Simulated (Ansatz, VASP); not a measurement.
**Two plane-wave programs on Hf**

The input INCAR:

```
SYSTEM = Hf
PREC = Accurate
ENCUT = 520
EDIFF = 1E-6
ISMEAR = -1
SIGMA = 0.1
LREAL = .False.
LASPH = .True.
NELM = 60
ALGO = Normal
ISIF = 2
LWAVE = .False.
LCHARG = .False.
GGA = PE
NBANDS = 28
```

File KPOINTS:

```
Automatic mesh
0
Gamma
  15 15 4
  0 0 0
```

Contents of POSCAR:

```
Hf
1.0
    3.2418222045      0.0000000000      0.0000000000
   -1.6209111022      2.8075003837      0.0000000000
    0.0000000000      0.0000000000     10.3683301194
Hf
4
Direct
    1.0000000000      1.0000000000      1.0000000000
    1.0000000000      1.0000000000      0.5000000000
    0.3333333333      0.6666666667      0.2500000000
    0.6666666667      0.3333333333      0.7500000000
```

Input for Ansatz:

```yaml
crystal:
  lattice:
    - [3.2418222045, 0.0, 0.0]
    - [-1.6209111022, 2.8075003837, 0.0]
    - [0.0, 0.0, 10.3683301194]
  atoms:
    - { symbol: Hf, position: [1.0, 1.0, 1.0] }
    - { symbol: Hf, position: [1.0, 1.0, 0.5] }
    - { symbol: Hf, position: [0.3333333333, 0.6666666667, 0.25] }
    - { symbol: Hf, position: [0.6666666667, 0.3333333333, 0.75] }
hamiltonian:
  xc: pbe
  pseudopotentials:
    kind: paw
    azcp:
      Hf: "pseudopotentials/Hf.paw.azcp"
basis:
  ecutwfc: 420
  fft_grid_basis: typed
kpoints:
  mp_grid: { grid: [15, 15, 4], shift: [0, 0, 0] }
magnetization:
  spin_polarized: false
scf:
  occupations: { method: fermi_dirac, width: 0.1 }
output:
  stress: true
```

Alike in both runs: task single point; functional PBE; k mesh 15 × 15 × 4; occupations fermi-dirac, width 0.1 eV; no spin polarisation.

|  | VASP | Ansatz |
| --- | --- | --- |
| version | VASP 6.6.1 | Ansatz 0.2.0 |
| potentials or method | VASP PAW PBE potentials, release 64 (Hf_pv), cutoff 520 eV | plane waves (420 eV) with PAW, scalar-relativistic |
| valence electrons in the cell | 40 | 104 |

```tsv
	VASP	Ansatz	Ansatz less VASP
pressure (GPa)	-4.3	-3.9	+0.44
```

VASP's potentials hold 40 valence electrons a cell and Ansatz's 104, so a difference there can come from the potentials and not from the codes.

Spin-orbit coupling is off throughout.
